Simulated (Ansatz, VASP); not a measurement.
# One calculation of MgI2, two programs

File INCAR:

```
SYSTEM = MgI2
PREC = Accurate ; ENCUT = 520
EDIFF = 1E-6 ; ISMEAR = 0
SIGMA = 0.01 ; LREAL = .FALSE.
LASPH = .TRUE. ; NELM = 80
ALGO = Normal ; ISIF = 2
LWAVE = .FALSE. ; LCHARG = .FALSE.
GGA = PE ; NBANDS = 15
```

KPOINTS

```
regular mesh
0
G
  6 6 4
  0 0 0
```

The input POSCAR:

```
MgI2
1.0
    4.1400000000      0.0000000000      0.0000000000
   -2.0700000000      3.5853500000      0.0000000000
    0.0000000000      0.0000000000      6.8800000000
Mg I
1 2
Direct
    0.0000000000      0.0000000000      0.0000000000
    0.3333333333      0.6666666667      0.2500000000
    0.6666666667      0.3333333333      0.7500000000
```

Input for Ansatz:

```yaml
crystal:
  lattice:
    - [4.14, 0.0, 0.0]
    - [-2.07, 3.58535, 0.0]
    - [0.0, 0.0, 6.88]
  atoms:
    - { symbol: Mg, position: [0.0, 0.0, 0.0] }
    - { symbol: I, position: [0.3333333333333333, 0.6666666666666666, 0.25] }
    - { symbol: I, position: [0.6666666666666666, 0.3333333333333333, 0.75] }
kpoints:
  mp_grid:
    grid: [6, 6, 4]
    shift: [0.0, 0.0, 0.0]
hamiltonian:
  xc: pbe
scf:
  occupations:
    method: fixed
output:
  eigenvalues: true
```

Alike in both runs: task single point; functional PBE; k mesh 6 × 6 × 4; no spin polarisation.

```csv
,VASP,Ansatz
version,VASP 6.6.1,Ansatz 0.2.0
potentials or method,"VASP PAW PBE potentials, release 64 (Mg, I)","plane waves, PAW"
plane-wave cutoff (eV),520,420
occupations,"gaussian, width 0.01 eV",fixed
valence electrons in the cell,16,44
```

Ansatz gave:

| Property | Result |
| --- | --- |
| gap on the k mesh at the Fermi level (eV) | 3.49 |

**Question.** What did VASP give for the same quantities?

**Answer.** gap on the k mesh at the Fermi level (eV): 3.47.

VASP's potentials hold 16 valence electrons a cell and Ansatz's 44, so a difference there can come from the potentials and not from the codes.

Spin-orbit coupling is off throughout.
